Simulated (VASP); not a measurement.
Here is a VASP 6.6.1 calculation.

The input POSCAR:

```
H21ClO10
1.0
    7.1168020000      0.0174280000     -0.1294980000
    0.0174280000      6.9012310000      0.0791840000
   -0.1294980000      0.0791840000      6.9112190000
O H Cl
10 21 1
Direct
    0.8655590237      0.6651966986      0.1722438874
    0.3995304770      0.6381639529      0.5382416652
    0.8992615112      0.4729555447      0.6510431887
    0.5716562782      0.4318268044      0.2601617126
    0.7126541322      0.8069575811      0.7473629696
    0.3400431962      1.0183680150      0.4847041399
    0.7225490001      0.0732089595      0.0047418078
    0.0449596841      0.2145118590     -0.1373945346
    0.1233120193      0.6898743662      0.8634137694
    0.5438551765      0.2765683994      0.7685805305
    0.9182492963      0.7385296411      0.2769890111
    0.9478837517      0.6818925060      0.0616612024
    0.3550947995      0.5408597102      0.6290867980
    0.4485082927      0.5587596439      0.4338505412
    0.8871894654      0.4258687737      0.5218134845
    0.9389815385      0.3607968645      0.7222787894
    0.6711272071      0.5265409454      0.2351851407
    0.6305686673      0.3214036335      0.3160958083
    0.7982559168      0.6974555925      0.7373439072
    0.6296083754      0.8058730269      0.6366345468
    0.2188387913      1.0782618425      0.4426654835
    0.3008074757      0.8869507548      0.4837528167
    0.7190244595     -0.0504147938     -0.0758615413
    0.6675389265      0.1911281351     -0.0789715004
    0.0913957499      0.2792184441     -0.0207595891
   -0.0152788517      0.0896048091     -0.1025106928
    0.1735862107      0.7979127919      0.7968054754
    0.0674246388      0.6221460521      0.7520623124
    0.4973295185      0.1790271741      0.6835302268
    0.6287484764      0.3684084341      0.6942117761
    0.7826299238      0.0746647071      0.1399516872
    0.9128776273      0.1123286782      0.3824536877
```

INCAR.step1

```
SYSTEM = H21ClO10
  PREC = Accurate
  ENCUT = 520
  ISMEAR = -1
  SIGMA = 0.02
  LREAL = Auto
  LASPH = .True.
  NELM = 60
  NBANDS = 66
  GGA = PE
  ALGO = Normal
  EDIFF = 1E-4
  LWAVE = .True.
  LCHARG = .False.
```

File INCAR.step2:

```
SYSTEM = H21ClO10
  PREC = Accurate
  ENCUT = 520
  EDIFF = 1E-7
  ISMEAR = -1
  SIGMA = 0.02
  LREAL = Auto
  LASPH = .True.
  NELM = 60
  ALGO = Normal
  ISIF = 2
  LWAVE = .False.
  LCHARG = .False.
  METAGGA = R2SCAN
  LMIXTAU = .True.
  IVDW = 12
  VDW_S6 = 1.0
  VDW_S8 = 0.78981345
  VDW_A1 = 0.49484001
  VDW_A2 = 5.73083694
  NBANDS = 66
  ISTART = 1
```

The input KPOINTS:

```
regular mesh
0
Gamma
  1 1 1
  0 0 0
```

Potentials or basis: VASP PAW PBE potentials, release 64 (O, H, Cl).

The run is started by

```console
$ cat potpaw_PBE.64/O/POTCAR potpaw_PBE.64/H/POTCAR potpaw_PBE.64/Cl/POTCAR > POTCAR
$ cp INCAR.step1 INCAR
$ mpirun -np 1 vasp_gam > vasp.out
$ cp INCAR.step2 INCAR
$ mpirun -np 1 vasp_gam > vasp.out
```

(1) What does it give for the largest force?

(2) What does it give for the band gap on the k mesh?

## Answers

(1) 2.790 eV/Å.

(2) 5.03 eV.

Caveat: the k points lie up to 0.91 Å⁻¹ apart; the atoms stand as in a frame of molecular dynamics; the PAW data sets were made with another functional, which shifts forces and pressure a little.
